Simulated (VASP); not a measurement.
# Si2W (I4/mmm) in VASP: further runs, part 3 of 3

VASP 6.6.1. The steps go on from the part before.

## 4. Single point, BLYP+D3(BJ) (volume scaled by 1.04)

Input file INCAR:

```
PREC = Accurate
ENCUT = 520
EDIFF = 1E-7
ISMEAR = 0
SIGMA = 0.05
LREAL = False
LASPH = True
NELM = 80
ALGO = Normal
ISIF = 2
LWAVE = False
LCHARG = True
GGA = B5
ALDAX = 1.0
AGGAX = 1.0
AGGAC = 1.0
ALDAC = 0.0
IVDW = 12
VDW_S6 = 1.0
VDW_S8 = 2.6996
VDW_A1 = 0.4298
VDW_A2 = 4.2359
LELF = True
LVHAR = True
NBANDS = 18
```

Input file KPOINTS:

```
Automatic mesh
0
Gamma
  10 10 10
```

Input file POSCAR:

```
Si2W
1.0
   -1.6208807246      1.6208807246      3.9277142688
    1.6208807246     -1.6208807246      3.9277142688
    1.6208807246      1.6208807246     -3.9277142688
Si W
2 1
Direct
    0.3355599920      0.3355599920      0.0000000000
    0.6644400080      0.6644400080      0.0000000000
    0.0000000000      0.0000000000      0.0000000000
```

Potentials or basis: VASP PAW PBE potentials, release 64 (Si, W_sv).

Started as:

```console
> cat potpaw_PBE.64/Si/POTCAR potpaw_PBE.64/W_sv/POTCAR > POTCAR
> mpirun -np 1 vasp_std > vasp.out
```

OUTCAR:

```text
PREC = Accurate
   ENCUT = 520
   EDIFF = 1E-7
   ISMEAR = 0
   LREAL = False
   LASPH = True
   NELM = 80
   ISIF = 2
   GGA = B5
   IVDW = 12
 IVDW          = 12

 ion  position               nearest neighbor table
   1  0.336  0.336  0.000-   2 2.58   3 2.63   3 2.63   3 2.63   3 2.63   3 2.64   2 2.66   2 2.66
                             2 2.66   2 2.66
   2  0.664  0.664  0.000-   1 2.58   3 2.63   3 2.63   3 2.63   3 2.63   3 2.64   1 2.66   1 2.66
                             1 2.66   1 2.66
   3  0.000  0.000  0.000-   2 2.63   2 2.63   2 2.63   1 2.63   2 2.63   1 2.63   1 2.63   1 2.63
                             1 2.64   2 2.64

  LATTYP: Found a body centered tetragonal cell.
 ALAT       =     3.2417614492
 C/A-ratio  =     2.4231975920

  Lattice vectors:

 A1 = (  -1.6208807246,   1.6208807246,   3.9277142688)
 A2 = (   1.6208807246,  -1.6208807246,   3.9277142688)
 A3 = (   1.6208807246,   1.6208807246,  -3.9277142688)

Analysis of symmetry for initial positions (statically):
=====================================================================
 Subroutine PRICEL returns:
 Original cell was already a primitive cell.

 Routine SETGRP: Setting up the symmetry group for a
 body centered tetragonal supercell.
[... 173 lines left out ...]
 cond. band min:      12.2020058839   @ k =  -0.4000   0.4000   0.4000
 fundamental gap:      0.1414755431
 Fermi energy:        12.0767430623

 k-point     1 :       0.0000    0.0000    0.0000
  band No.  band energies     occupation
      1     -61.3002      2.00000
      2     -25.8103      2.00000
      3     -25.8064      2.00000
      4     -25.8064      2.00000
      5      -1.6409      2.00000
      6       5.5373      2.00000
[... 481 lines left out ...]
      5       2.5379      2.00000
      6       3.5966      2.00000
[... 10 lines left out ...]
     17      19.2777      0.00000
     18      21.0356      0.00000

 [... further k-points ...]

------------------------ aborting loop because EDIFF is reached ----------------------------------------

 Edisp (eV)   -3.88920

 E8    (eV) :    -2.9034

  FORCE on cell =-STRESS in cart. coord.  units (eV):
  Direction    XX          YY          ZZ          XY          YZ          ZX
  --------------------------------------------------------------------------------------
  -------------------------------------------------------------------------------------
  Total      -1.78131    -1.78131    -1.73651     0.00000     0.00000    -0.00000
  in kB     -69.14311   -69.14311   -67.40385     0.00000     0.00000    -0.00000
  external pressure =      -68.56 kB  Pullay stress =        0.00 kB

 VOLUME and BASIS-vectors are now :
 -----------------------------------------------------------------------------
  energy-cutoff  :      520.00
  volume of cell :       41.28
      direct lattice vectors                 reciprocal lattice vectors
    -1.620880725  1.620880725  3.927714269     0.000000000  0.308474271  0.127300502
     1.620880725 -1.620880725  3.927714269     0.308474271  0.000000000  0.127300502
     1.620880725  1.620880725 -3.927714269     0.308474271  0.308474271  0.000000000

 POSITION                                       TOTAL-FORCE (eV/Angst)
 -----------------------------------------------------------------------------------
      0.00000      0.00000      2.63597         0.000000      0.000000     -0.010464
      0.00000      0.00000      5.21946        -0.000000     -0.000000      0.010464
      0.00000      0.00000      0.00000        -0.000000     -0.000000     -0.000000
 -----------------------------------------------------------------------------------
    total drift:                                0.000000      0.000000     -0.000000

  FREE ENERGIE OF THE ION-ELECTRON SYSTEM (eV)
  ---------------------------------------------------
  free  energy   TOTEN  =       -24.5406648830 eV

  energy  without entropy=      -24.5402807334  energy(sigma->0) =      -24.54047281
```

OSZICAR:

```text
N       E                     dE             d eps       ncg     rms          rms(c)
DAV:   1     0.135183078730E+03    0.13518E+03   -0.10829E+04  3672   0.123E+03
DAV:   2    -0.169559008548E+02   -0.15214E+03   -0.14869E+03  4300   0.322E+02
DAV:   3    -0.214133597051E+02   -0.44575E+01   -0.44100E+01  4438   0.496E+01
DAV:   4    -0.214542749790E+02   -0.40915E-01   -0.40876E-01  4446   0.509E+00
DAV:   5    -0.214547332932E+02   -0.45831E-03   -0.45829E-03  4334   0.564E-01    0.238E+01
DAV:   6    -0.207133427285E+02    0.74139E+00   -0.41141E+00  3952   0.139E+01    0.763E+00
DAV:   7    -0.206615174676E+02    0.51825E-01   -0.33786E-01  3922   0.335E+00    0.469E+00
DAV:   8    -0.206508159679E+02    0.10701E-01   -0.47267E-02  4100   0.180E+00    0.269E-01
DAV:   9    -0.206512410345E+02   -0.42507E-03   -0.20950E-03  4362   0.327E-01    0.161E-01
DAV:  10    -0.206514525953E+02   -0.21156E-03   -0.45532E-04  4182   0.162E-01    0.436E-02
DAV:  11    -0.206514621734E+02   -0.95781E-05   -0.42664E-05  4278   0.468E-02    0.979E-03
DAV:  12    -0.206514631006E+02   -0.92726E-06   -0.34103E-06  4392   0.119E-02    0.417E-03
DAV:  13    -0.206514627436E+02    0.35700E-06   -0.32881E-07  4012   0.499E-03    0.171E-03
DAV:  14    -0.206514627347E+02    0.89544E-08   -0.75249E-09  2042   0.744E-04
   1 F= -.24540665E+02 E0= -.24540473E+02  d E =-.384150E-03
```

stdout:

```text
POSCAR found type information on POSCAR SiW
 POSCAR found :  2 types and       3 ions
 scaLAPACK will be used
 -----------------------------------------------------------------------------
|                                                                             |
|                                                                             |
|     You enforced a specific xc type in the INCAR file but a different       |
|     I HOPE YOU KNOW WHAT YOU ARE DOING!                                     |
|                                                                             |
 -----------------------------------------------------------------------------

 LDA part: xc-table for (Slater(with rela. corr.)+VWN5), standard interpolation
 POSCAR, INCAR and KPOINTS ok, starting setup
 FFT: planning ... GRIDC
 FFT: planning ... GRID_SOFT
 FFT: planning ... GRID
 WAVECAR not read
 entering main loop
```

Run time: 2.5 min. Hardware: 1 thread of Intel Xeon Platinum 8375C at 2.90GHz (Ice Lake), shared host; peak memory 0.25 GiB.

What came out:

- Free energy: -24.5407 eV
- Pressure: -6.9 GPa
- Largest force: 0.010 eV/Å
- Band gap on the k mesh: zero (band 11 reaches 12.77 eV, above the bottom of band 12 at 11.60 eV)
- Dispersion energy per atom: -1.296 eV

Forces on the atoms (eV/Å):
```
Si   0.000  0.000 -0.010
Si   0.000  0.000  0.010
W    0.000  0.000  0.000
```

Levels at points of the mesh, in eV from the Fermi level:
| k point | band 9 | band 10 | band 11 | band 12 | band 13 | band 14 |
| --- | --- | --- | --- | --- | --- | --- |
| (0.00, 0.00, 0.00) | -2.73 | -2.73 | 0.58 | 2.62 | 3.03 | 3.03 |
| (0.50, 0.00, 0.00) | -2.73 | -2.57 | -0.36 | 2.61 | 2.80 | 3.98 |
| (0.50, 0.50, 0.00) | -4.80 | -3.03 | -1.53 | 2.84 | 2.86 | 3.04 |
| (0.50, 0.50, 0.50) | -0.77 | -0.77 | -0.44 | -0.44 | 0.75 | 4.52 |

Caveat: the PAW data sets were made with another functional, which shifts forces and pressure a little; spin-orbit coupling is left out, which moves the levels of the heavy elements; pairwise dispersion overbinds metals, which lowers pressure and volume.

## 5. Single point, revPBE (volume scaled by 1.02)

Input file INCAR:

```
SYSTEM = Si2W
PREC = Accurate
ENCUT = 520
EDIFF = 1E-6
ISMEAR = 0
SIGMA = 0.05
LREAL = .False.
LASPH = .True.
NELM = 100
ALGO = Normal
ISIF = 2
LWAVE = .False.
LCHARG = .False.
GGA = RE
NBANDS = 18
```

Input file KPOINTS:

```
regular mesh
0
Gamma
  10 10 10
  0 0 0
```

Input file POSCAR:

```
Si2W
1.0
   -1.6318016987      1.6318016987      3.9651870245
    1.6318016987     -1.6318016987      3.9651870245
    1.6318016987      1.6318016987     -3.9651870245
Si W
2 1
Direct
    0.3351383328      0.3351383328      0.0000000000
    0.6648616672      0.6648616672      0.0000000000
    0.0000000000      0.0000000000      0.0000000000
```

Started as:

```console
> cat potpaw_PBE.64/Si/POTCAR potpaw_PBE.64/W_sv/POTCAR > POTCAR
> mpirun -np 1 vasp_std > vasp.out
```

Run time: 1.7 min. Hardware: 1 thread of Intel Xeon Platinum 8375C at 2.90GHz (Ice Lake), shared host; peak memory 0.24 GiB.

It converged, with:

| Property | Result |
| --- | --- |
| Free energy | -23.8832 eV |
| Pressure | -4.2 GPa |
| Band gap on the k mesh | zero (band 11 reaches 12.07 eV, above the bottom of band 12 at 10.87 eV) |

Stress tensor (GPa, compression positive):
```
-4.19  0.00  0.00
 0.00 -4.19  0.00
 0.00  0.00 -4.31
```

Levels at points of the mesh, in eV from the Fermi level:
| k point | band 8 | band 9 | band 10 | band 11 | band 12 | band 13 | band 14 | band 15 |
| --- | --- | --- | --- | --- | --- | --- | --- | --- |
| (0.00, 0.00, 0.00) | -3.09 | -2.70 | -2.70 | 0.58 | 2.52 | 2.92 | 2.92 | 3.07 |
| (0.50, 0.00, 0.00) | -4.72 | -2.67 | -2.58 | -0.38 | 2.55 | 2.73 | 3.84 | 4.14 |
| (0.50, 0.50, 0.00) | -5.46 | -4.82 | -3.05 | -1.76 | 2.70 | 2.81 | 2.95 | 3.80 |
| (0.50, 0.50, 0.50) | -2.43 | -0.83 | -0.83 | -0.45 | -0.45 | 0.74 | 4.42 | 4.48 |

Caveat: the PAW data sets were made with another functional, which shifts forces and pressure a little; spin-orbit coupling is left out, which moves the levels of the heavy elements.

## 6. Summary

| level | cell | gap on the mesh (eV) | pressure (GPa) | largest force (eV/Å) |
| --- | --- | --- | --- | --- |
| BLYP+D3(BJ) | a = 4.521 Å, angles 138.3, 138.3, 60.5°, 3 atoms | none | -3.0 | 0.01 |
| revPBE | a = 4.561 Å, angles 138.4, 138.4, 60.3°, 3 atoms | none | -0.2 | 0.01 |
| BLYP+D3(BJ) | a = 4.548 Å, angles 138.2, 138.2, 60.5°, 3 atoms | none | -6.9 | 0.01 |
| revPBE | a = 4.588 Å, angles 138.3, 138.3, 60.4°, 3 atoms | none | -4.2 | - |

Alike in all rows: task single point; potentials or basis VASP PAW PBE potentials, release 64 (Si, W_sv); no spin polarisation; k mesh 10 × 10 × 10; cutoff (eV) 520; smearing gaussian 0.05 eV.

Caveats: the PAW data sets were made with another functional, which shifts forces and pressure a little; spin-orbit coupling is left out, which moves the levels of the heavy elements; pairwise dispersion overbinds metals, which lowers pressure and volume (some runs).

Total energies depend on the potentials used, so only differences within one code and one set of settings carry meaning.
